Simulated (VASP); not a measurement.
Set up this calculation in VASP 6.6.1, as the native input.

- Task: single point
- Functional: LDA
- Potentials or basis: VASP PAW LDA potentials, release 64 (Pt)
- Cutoff: 500 eV
- k mesh: 11 × 11 × 11
- Occupations: fermi-dirac, width 0.1 eV
- Spin: no spin polarisation
- Dipole correction: no
- Further INCAR settings: ALGO = Normal; EDIFF = 1e-06; NBANDS = 11

The structure of Pt lies in POSCAR:

```
Pt
1.0
    0.0000000000      1.9470432432      1.9470432432
    1.9470432432      0.0000000000      1.9470432432
    1.9470432432      1.9470432432      0.0000000000
Pt
1
Direct
    0.0000000000      0.0000000000      0.0000000000
```

One way to write it, as run:

INCAR

```
SYSTEM = Pt
ALGO = Normal
EDIFF = 1E-6
ENCUT = 500
GGA_COMPAT = .False.
ISIF = 2
ISMEAR = -1
LASPH = .True.
LCHARG = .False.
LREAL = .False.
LWAVE = .False.
NBANDS = 11
NELM = 120
PREC = Accurate
SIGMA = 0.1
```

KPOINTS

```
k-points
0
Gamma
  11 11 11
  0 0 0
```

Potentials or basis: VASP PAW LDA potentials, release 64 (Pt).

Launch:

```console
$ cat potpaw_LDA.64/Pt/POTCAR > POTCAR
$ mpirun -np 1 vasp_std > vasp.out
```

Results of the run:

| Quantity | Value |
| --- | --- |
| Pressure | 0.8 GPa |
| Band gap on the k mesh | zero (band 5 reaches 11.97 eV, above the bottom of band 6 at 9.78 eV) |

Caveat: spin-orbit coupling is left out, which moves the levels of the heavy elements.

It took 13 s on 1 thread of Intel Xeon 8259CL, with other jobs on the host, peak memory 0.12 GiB.
